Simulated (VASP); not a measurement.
# BeCd2S3 (P6mm) in VASP: relaxation of cell and atoms with PBE

Aim: the relaxation of cell and atoms of BeCd2S3 with PBE.

Program: VASP 6.6.1. These are calculated values, not measurements. Logs are shortened: lines on timing, memory, paths and dates and some standing lists are left out, and cuts for length are marked.

### 1 The cell of the first run

It takes space group P6mm (No. 183, hexagonal). Conventional cell: a = 4.540 Å, b = 4.540 Å, c = 9.638 Å, α = 90.00°, β = 90.00°, γ = 120.00°. Within 2.4 Å of Be (site symmetry 6mm) lie 1 S at 1.81 Å and 1 Cd at 2.33 Å. Within 3.2 Å of Cd (site symmetry 6mm) lie 7 S at 2.39 to 2.92 Å and 1 Cd at 3.11 Å. Cd (site symmetry 6mm) has 1 Be at 2.33 Å and 1 Cd at 3.11 Å and 6 S at 3.19 Å within 3.2 Å. S (site symmetry 3m) has 3 S at 2.62 Å and 6 Cd at 2.92 to 3.19 Å within 3.5 Å. Within 2.4 Å of S (site symmetry 6mm) lie 1 Be at 1.81 Å and 1 Cd at 2.39 Å.

The cell was generated, and may not be a known phase.

### 2 Relaxation of cell and atoms, PBE

INCAR

```
SYSTEM = BeCd2S3
  ALGO = Normal
  EDIFF = 1E-6
  EDIFFG = -0.01
  ENCUT = 600
  GGA = PE
  IBRION = 2
  ISIF = 3
  ISMEAR = 0
  LASPH = .True.
  LCHARG = .False.
  LREAL = .False.
  LWAVE = .False.
  NELM = 100
  NSW = 100
  PREC = Accurate
  SIGMA = 0.1
```

KPOINTS

```
k-points
0
Gamma
  12 12 4
  0 0 0
```

POSCAR

```
BeCd2S3
1.0
    4.5404763554      0.0000000000      0.0000000000
   -2.2702381777      3.9321678690      0.0000000000
    0.0000000000      0.0000000000      9.6378883162
Be Cd S
1 2 3
Direct
    0.0000000000      0.0000000000      0.3573643869
    0.0000000000      0.0000000000      0.7932003076
    0.0000000000      0.0000000000      0.1159196454
    0.3333333333      0.6666666667      0.9277552028
    0.6666666667      0.3333333333      0.9277552028
    0.0000000000      0.0000000000      0.5454196046
```

Potentials or basis: VASP PAW PBE potentials, release 64 (Be, Cd, S).

Run with:

```bash
$ cat potpaw_PBE.64/Be/POTCAR potpaw_PBE.64/Cd/POTCAR potpaw_PBE.64/S/POTCAR > POTCAR
$ mpirun -np 1 vasp_std > vasp.out
```

OUTCAR:

```text
SYSTEM = BeCd2S3
   EDIFF = 1E-6
   EDIFFG = -0.01
   ENCUT = 600
   GGA = PE
   IBRION = 2
   ISIF = 3
   ISMEAR = 0
   LASPH = .True.
   LREAL = .False.
   NELM = 100
   NSW = 100
   PREC = Accurate

 ion  position               nearest neighbor table
   1  0.000  0.000  0.357-   6 1.81   3 2.33
   2  0.000  0.000  0.793-   6 2.39   5 2.92   4 2.92   4 2.92   5 2.92   5 2.92   4 2.92   3 3.11

   3  0.000  0.000  0.116-   1 2.33   2 3.11   4 3.19   5 3.19   4 3.19   5 3.19   5 3.19   4 3.19

   4  0.333  0.667  0.928-   5 2.62   5 2.62   5 2.62   2 2.92   2 2.92   2 2.92   3 3.19   3 3.19
                             3 3.19
   5  0.667  0.333  0.928-   4 2.62   4 2.62   4 2.62   2 2.92   2 2.92   2 2.92   3 3.19   3 3.19
                             3 3.19
   6  0.000  0.000  0.545-   1 1.81   2 2.39

  LATTYP: Found a hexagonal cell.
 ALAT       =     4.5404763554
 C/A-ratio  =     2.1226601708

  Lattice vectors:

 A1 = (   4.5404763554,   0.0000000000,   0.0000000000)
 A2 = (  -2.2702381777,   3.9321678690,   0.0000000000)
 A3 = (   0.0000000000,   0.0000000000,   9.6378883162)

Analysis of symmetry for initial positions (statically):
=====================================================================
 Subroutine PRICEL returns:
 Original cell was already a primitive cell.

 Routine SETGRP: Setting up the symmetry group for a
 hexagonal supercell.

 Subroutine GETGRP returns: Found 12 space group operations
 (whereof 12 operations were pure point group operations)
 out of a pool of 24 trial point group operations.

The static configuration has the point symmetry C_6v.

Analysis of symmetry for dynamics (positions and initial velocities):
=====================================================================
 Subroutine PRICEL returns:
 Original cell was already a primitive cell.

 Routine SETGRP: Setting up the symmetry group for a
 hexagonal supercell.

 Subroutine GETGRP returns: Found 12 space group operations
 (whereof 12 operations were pure point group operations)
 out of a pool of 24 trial point group operations.

The dynamic configuration has the point symmetry C_6v.

 Subroutine INISYM returns: Found 12 space group operations
 (whereof 12 operations are pure point group operations),
 and found     1 'primitive' translations

----------------------------------------------------------------------------------------
[... 102 lines left out ...]
   LREAL  =      F    real-space projection
   EDIFFG = -.1E-01   stopping-criterion for IOM
   NSW    =    100    number of steps for IOM
   IBRION =      2    ionic relax: 0-MD 1-quasi-New 2-CG
   NFREE  =      1    steps in history (QN), initial steepest desc. (CG)
   ISIF   =      3    stress and relaxation
   ISYM   =      2    0-nonsym 1-usesym 2-fastsym
   POTIM  = 0.5000    time-step for ionic-motion
   TEBEG  =    0.0;   TEEND  =   0.0 temperature during run
   PSTRESS=    0.0 pullay stress
   NELECT =      44.0000    total number of electrons
   NUPDOWN=      -1.0000    fix difference up-down
   EMIN   =  10.00;   EMAX   =-10.00  energy-range for DOS
   EFERMI =   0.00;   METHOD = LEGACY
   ISMEAR =     0;   SIGMA  =   0.10  broadening in eV -4-tet -1-fermi 0-gaus
   EFERMI_NEDOS =   21; number of points for ismear=-14 and -15
   IALGO  =     38    algorithm
   IMIX   =      4    mixing-type and parameters
     AMIX     =   0.40;   BMIX     =  1.00
     AMIX_MAG =   1.60;   BMIX_MAG =  1.00
  volume/ion in A,a.u.               =      28.68       193.54
  Fermi-wavevector in a.u.,A,eV,Ry     =   1.039092  1.963599 14.690372  1.079712
  Thomas-Fermi vector in A             =   2.173606
   LORBIT       =      0    0 simple, 1 ext, 2 COOP (PROOUT), +10 PAW based schemes
   GGA     = PE    functional components
   LHFCALC =     F    Hartree Fock is set to
   AEXX    =    0.0000 exact exchange contribution
   IVDW    =     0    specifies the selected vdW correction
   LEPSILON=     F    determine dielectric tensor
   LRPA    =     F    only Hartree local field effects (RPA)
 conjugate gradient relaxation of ions
 non-spin polarized calculation
 Gauss-broadening in eV      SIGMA  =   0.10
  energy-cutoff  :      600.00
  volume of cell :      172.07
 maximum number of plane-waves:      5790
   NGX = 19   NGY = 19   NGZ = 39

--------------------------------------- Ionic step        1  -------------------------------------------

 number of electron      43.9999999 magnetization

 Free energy of the ion-electron system (eV)
  ---------------------------------------------------
  ext. energy  EPLUGINS =         0.00000000
  ---------------------------------------------------
  free energy    TOTEN  =       -15.75818116 eV

  energy without entropy =      -15.74909068  energy(sigma->0) =      -15.75363592

------------------------ aborting loop because EDIFF is reached ----------------------------------------

  FORCE on cell =-STRESS in cart. coord.  units (eV):
  Direction    XX          YY          ZZ          XY          YZ          ZX
  --------------------------------------------------------------------------------------
  -------------------------------------------------------------------------------------
  Total        0.0478414      0.0478414      0.1767594      0.0000000      0.0000000      0.0000000
  in kB        0.4454504      0.4454504      1.6458029      0.0000000      0.0000000      0.0000000
  external PRESSURE =       0.8455679 kB  Pullay stress =       0.0000000 kB
[... 267 lines left out ...]
--------------------------------------- Ionic step        8  -------------------------------------------

 number of electron      43.9999998 magnetization

 Free energy of the ion-electron system (eV)
  ---------------------------------------------------
  ext. energy  EPLUGINS =         0.00000000
  ---------------------------------------------------
  free energy    TOTEN  =       -15.76030318 eV

  energy without entropy =      -15.75249136  energy(sigma->0) =      -15.75639727

 E-fermi :   0.3178     XC(G=0):  -7.8903

 val. band max:        0.2791708939   @ k =   0.1667  -0.0000   0.0000
 cond. band min:       0.3315023978   @ k =   0.4167   0.0000   0.5000
 fundamental gap:      0.0523315039
 Fermi energy:         0.3177918440

 k-point     1 :       0.0000    0.0000    0.0000
  band No.  band energies     occupation
      1     -14.0271      2.00000
      2     -11.0956      2.00000
      3      -9.5940      2.00000
      4      -8.0629      2.00000
      5      -7.9467      2.00000
      6      -7.9467      2.00000
[... 685 lines left out ...]
     25       3.1351      0.00000
     26       3.8814      0.00000

 [... further k-points ...]
[... 5 lines left out ...]
  --------------------------------------------------------------------------------------
  -------------------------------------------------------------------------------------
  Total       -0.0074080     -0.0074080      0.0204307      0.0000000      0.0000000     -0.0000000
  in kB       -0.0688359     -0.0688359      0.1898438      0.0000000      0.0000000     -0.0000000
  external PRESSURE =       0.0173907 kB  Pullay stress =       0.0000000 kB
[... 21 lines left out ...]
  FREE ENERGIE OF THE ION-ELECTRON SYSTEM (eV)
  ---------------------------------------------------
  free  energy   TOTEN  =       -15.7603031816 eV

  energy  without entropy=      -15.7524913563  energy(sigma->0) =      -15.75639727

 reached required accuracy - stopping structural energy minimisation
```

Wall time 8.9 min (1 thread of Intel Xeon 6975P-C (Granite Rapids), shared host); peak memory 0.53 GiB.

What came out:

```
Free energy                           : -15.7603 eV
Relaxed volume                        : 28.74 Å³/atom
Relaxed cell                          : a = 4.535 Å, b = 4.535 Å, c = 9.679 Å, α = 90.00°, β = 90.00°, γ = 120.00°
Space group after relaxing (to 0.1 Å) : P6mm (No. 183)
Energy gained by relaxing             : 0.4 meV/atom
Ionic steps                           : 8
Pressure after relaxing               : 0.0 GPa
Band gap on the k mesh                : zero (bands 22 and 23 overlap by 0.57 eV)
```

Forces on the atoms (eV/Å):
```
Be   0.000  0.000 -0.001
Cd   0.000  0.000  0.002
Cd   0.000  0.000 -0.002
S    0.000  0.000  0.001
S    0.000  0.000  0.001
S    0.000  0.000 -0.002
```

The path:
```
step  energy change (eV)  largest force (eV/Å)  pressure (GPa)  volume (Å³)
   1              0.0000                0.1231            0.08       172.07
   2             -0.0008                0.1010            0.06       172.45
   3             -0.0009                0.0830            0.06       172.39
   4             -0.0017                0.0525           -0.07       172.86
   5             -0.0017                0.0437           -0.11       173.00
   6             -0.0020                0.0102           -0.04       172.70
   7             -0.0021                0.0156           -0.03       172.63
   8             -0.0021                0.0024            0.00       172.42
```

Final structure:
```
CELL_PARAMETERS angstrom
4.53535 0.00000 0.00000
-2.26767 3.92773 0.00000
0.00000 0.00000 9.67933
ATOMIC_POSITIONS crystal
Be 0.00000 0.00000 0.35815
Cd 0.00000 0.00000 0.79153
Cd 0.00000 0.00000 0.11739
S 0.33333 0.66667 0.92781
S 0.66667 0.33333 0.92781
S 0.00000 0.00000 0.54473
```

Caveat: semilocal functionals underestimate gaps, and a narrow one can read as zero.

The gap in the log of VASP goes by the Fermi energy; the results here count the filled bands.